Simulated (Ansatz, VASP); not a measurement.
## One calculation of InSe, two programs

```
Se In
1.0
     4.08963    0.00000    0.00000
    -2.04481    3.54172    0.00000
     0.00000    0.00000   38.77046
Se In
6 6
Direct
  0.66667 0.33333 0.19345
  0.66667 0.33333 0.33189
  0.33333 0.66667 0.43078
  0.33333 0.66667 0.56922
  0.66667 0.33333 0.66811
  0.66667 0.33333 0.80655
  0.33333 0.66667 0.22623
  0.33333 0.66667 0.29911
  0.66667 0.33333 0.46356
  0.66667 0.33333 0.53644
  0.33333 0.66667 0.70089
  0.33333 0.66667 0.77377
```

Alike in both runs: task single point; functional PBE; k mesh 9 × 9 × 1; occupations gaussian, width 0.05 eV; no spin polarisation.

|  | VASP | Ansatz |
| --- | --- | --- |
| version | VASP 6.6.1 | Ansatz 0.2.0 |
| potentials or method | VASP PAW PBE potentials, release 64 (Se, In_d), cutoff 520 eV | scalar-relativistic, plane waves, PAW |
| valence electrons in the cell | 114 | 174 |

|  | VASP | Ansatz | Ansatz less VASP |
| --- | --- | --- | --- |
| gap on the k mesh at the Fermi level (eV) | 0.94 | 0.95 | +0.011 |
| least direct gap on the mesh (eV) | 0.95 | 0.96 | +0.010 |
| rms of the force components (eV/Å) | 0.009 | 0.002 | -0.0077 |

VASP's potentials hold 114 valence electrons a cell and Ansatz's 174, so a difference there can come from the potentials and not from the codes.
